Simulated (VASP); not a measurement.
Wanted: the native input for a VASP 6.6.1 run.

```
Task                   : single point
Functional             : r2SCAN
Potentials or basis    : VASP PAW PBE potentials, release 64 (Cd, S)
Cutoff                 : 520 eV
k mesh                 : 8 × 8 × 8
Occupations            : gaussian, width 0.05 eV
Spin                   : no spin polarisation
Dipole correction      : no
Further INCAR settings : ALGO = Normal; EDIFF = 1e-06; NBANDS = 16
```

Crystal: CdS.

```xyz
2
Lattice="0.0000 2.9100 2.9100 2.9100 0.0000 2.9100 2.9100 2.9100 0.0000" Properties=species:S:1:pos:R:3 pbc="T T T"
Cd    0.0000    0.1250    0.0000
S     4.3650    4.3650    4.3650
```

This cell differs from its parent crystal: all Cd atoms moved +0.125 Å, as atom 1 along Cartesian [0 1 0].

One way to write it, as run:

POSCAR

```
CdS
1.0
    0.0000000000      2.9100000000      2.9100000000
    2.9100000000      0.0000000000      2.9100000000
    2.9100000000      2.9100000000      0.0000000000
Cd S
1 1
Direct
    0.0214776632     -0.0214776632      0.0214776632
    0.7500000000      0.7500000000      0.7500000000
```

INCAR.step1

```
SYSTEM = CdS
PREC = Accurate ; ENCUT = 520
ISMEAR = 0 ; SIGMA = 0.05
LREAL = .FALSE. ; LASPH = .TRUE.
NELM = 100 ; NBANDS = 16
GGA = PE ; ALGO = Normal
EDIFF = 1E-4 ; LWAVE = .TRUE.
LCHARG = .FALSE.
```

INCAR.step2

```
SYSTEM = CdS
PREC = Accurate ; ENCUT = 520
EDIFF = 1E-6 ; ISMEAR = 0
SIGMA = 0.05 ; LREAL = .FALSE.
LASPH = .TRUE. ; NELM = 100
ALGO = Normal ; ISIF = 2
LWAVE = .FALSE. ; LCHARG = .FALSE.
METAGGA = R2SCAN ; LMIXTAU = .TRUE.
NBANDS = 16 ; ISTART = 1
```

KPOINTS

```
regular mesh
0
G
  8 8 8
  0 0 0
```

Potentials or basis: VASP PAW PBE potentials, release 64 (Cd, S).

The run is started by

```bash
$ cat potpaw_PBE.64/Cd/POTCAR potpaw_PBE.64/S/POTCAR > POTCAR
$ cp INCAR.step1 INCAR
$ mpirun -np 1 vasp_std > vasp.out
$ cp INCAR.step2 INCAR
$ mpirun -np 1 vasp_std > vasp.out
```

It gave:

- Pressure: 2.7 GPa
- Largest force: 0.672 eV/Å
- Band gap on the k mesh: 1.61 eV, direct

Caveat: the cell differs from its parent crystal (all Cd atoms moved +0.125 Å, as atom 1 along Cartesian [0 1 0]); the PAW data sets were made with another functional, which shifts forces and pressure a little.

Run time: 110 s on 1 thread of Intel(R) Xeon(R) Platinum 8559C (Emerald Rapids), with other jobs on the host, peak memory 0.23 GiB.
